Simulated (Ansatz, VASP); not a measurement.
SrO: VASP beside Ansatz

```
CELL_PARAMETERS angstrom
0.00000 2.56121 2.56121
2.56121 0.00000 2.56121
2.56121 2.56121 0.00000
ATOMIC_POSITIONS crystal
Sr 0.00000 0.00000 0.00000
O 0.50000 0.50000 0.50000
```

Alike in both runs: functional PBEsol; k mesh 8 × 8 × 8; occupations gaussian, width 0.02 eV; no spin polarisation.

Ansatz relaxed the structure, and its values are those at the end. VASP's run is a single point on that final structure, the one shown.

```csv
,VASP,Ansatz
version,VASP 6.6.1,Ansatz 0.2.0
potentials or method,"VASP PAW PBE potentials, release 64 (Sr_sv, O), cutoff 600 eV","scalar-relativistic, plane waves, PAW"
valence electrons in the cell,16,16
```

VASP gave:

* gap on the k mesh at the Fermi level (eV): 3.15
* least direct gap on the mesh (eV): 3.23
* pressure (GPa): 0.6

Task: Which values does Ansatz return?

Result: gap on the k mesh at the Fermi level (eV): 3.20; least direct gap on the mesh (eV): 3.26; pressure (GPa): 0.0.

VASP's potentials were made for PBE, not for PBEsol.
